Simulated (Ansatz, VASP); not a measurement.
**LaAl15N16 in VASP and in Ansatz**

```
La Al N
1.0
     6.22600    0.00000    0.00000
    -3.11300    5.39187    0.00000
     0.00000    0.00000    9.96200
La Al N
1 15 16
Cartesian
  0.0000 1.7973 0.0000
  0.0000 1.7973 4.9810
  -1.5565 4.4932 0.0000
  -1.5565 4.4932 4.9810
  3.1130 1.7973 0.0000
  3.1130 1.7973 4.9810
  1.5565 4.4932 0.0000
  1.5565 4.4932 4.9810
  1.5565 0.8986 2.4905
  1.5565 0.8986 7.4715
  0.0000 3.5946 2.4905
  0.0000 3.5946 7.4715
  4.6695 0.8986 2.4905
  4.6695 0.8986 7.4715
  3.1130 3.5946 2.4905
  3.1130 3.5946 7.4715
  0.0000 1.7973 1.8928
  0.0000 1.7973 6.8738
  -1.5565 4.4932 1.8928
  -1.5565 4.4932 6.8738
  3.1130 1.7973 1.8928
  3.1130 1.7973 6.8738
  1.5565 4.4932 1.8928
  1.5565 4.4932 6.8738
  1.5565 0.8986 4.3833
  1.5565 0.8986 9.3643
  0.0000 3.5946 4.3833
  0.0000 3.5946 9.3643
  4.6695 0.8986 4.3833
  4.6695 0.8986 9.3643
  3.1130 3.5946 4.3833
  3.1130 3.5946 9.3643
```

Alike in both runs: task electric field gradients; functional PBE; k mesh 4 × 4 × 2; occupations fermi-dirac, width 0.01 eV; no spin polarisation.

|  | VASP | Ansatz |
| --- | --- | --- |
| version | VASP 6.6.1 | Ansatz 0.2.0 |
| potentials or method | VASP PAW PBE potentials, release 64 (La, Al, N) | plane-wave PAW, scalar-relativistic |
| plane-wave cutoff (eV) | 520 | 420 |
| valence electrons in the cell | 136 | 136 |

|  | VASP | Ansatz | Ansatz less VASP |
| --- | --- | --- | --- |
| gap on the k mesh at the Fermi level (eV) | 1.91 | 1.88 | -0.024 |
| pressure (GPa) | 20.8 | 21.0 | +0.23 |
| traceless stress, the component that is largest in VASP (GPa) | 1.17 | 1.14 | -0.038 |
| rms of the force components (eV/Å) | 2.393 | 2.385 | -0.0077 |
| size of Vzz on the site where it differs most (V/Å²) | 4.8 | 6.0 | +1.13 |

Atom by atom the forces differ by 0.008 eV/Å (rms over components). With one functional, cell and mesh, what is left measures potentials, basis and numerics.

Neither program's run includes spin-orbit coupling.
